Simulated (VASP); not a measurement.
Here is a VASP 6.6.1 calculation.

POSCAR

```
SnSe
1.0
    0.0000000000      2.9614431219      3.1095152780
    2.9614431219      0.0000000000      3.1095152780
    2.9614431219      2.9614431219      0.0000000000
Sn Se
1 1
Direct
    0.0000000000      0.0000000000      0.0000000000
    0.5000000000      0.5000000000      0.5000000000
```

The input INCAR.step1:

```
SYSTEM = SnSe
PREC = Accurate
ENCUT = 520
ISMEAR = 0
SIGMA = 0.05
LREAL = .False.
LASPH = .True.
NELM = 100
NBANDS = 17
GGA = PE
ALGO = Normal
EDIFF = 1E-4
LWAVE = .True.
LCHARG = .False.
```

INCAR.step2

```
SYSTEM = SnSe
PREC = Accurate
ENCUT = 520
EDIFF = 1E-6
ISMEAR = 0
SIGMA = 0.05
LREAL = .False.
LASPH = .True.
NELM = 100
ALGO = Normal
ISIF = 2
LWAVE = .False.
LCHARG = .False.
METAGGA = R2SCAN
LMIXTAU = .True.
NBANDS = 17
ISTART = 1
```

KPOINTS

```
Automatic mesh
0
Gamma
  12 12 12
  0 0 0
```

Potentials or basis: VASP PAW PBE potentials, release 64 (Sn_d, Se).

Run with:

```console
$ cat potpaw_PBE.64/Sn_d/POTCAR potpaw_PBE.64/Se/POTCAR > POTCAR
$ cp INCAR.step1 INCAR
$ mpirun -np 1 vasp_std > vasp.out
$ cp INCAR.step2 INCAR
$ mpirun -np 1 vasp_std > vasp.out
```

Estimate the band gap on the k mesh.

0.34 eV (least direct gap 0.45 eV).

What does it give for the pressure?

0.3 GPa.

Stress tensor (GPa, compression positive):
```
 2.18  0.00  0.00
 0.00  2.18  0.00
 0.00  0.00 -3.33
```

Caveat: the stress differs along the axes, from -3 to 2 GPa; semilocal functionals underestimate gaps, and a narrow one can read as zero; the PAW data sets were made with another functional, which shifts forces and pressure a little; spin-orbit coupling is left out, which moves the levels of the heavy elements. A k mesh can miss the band edges.
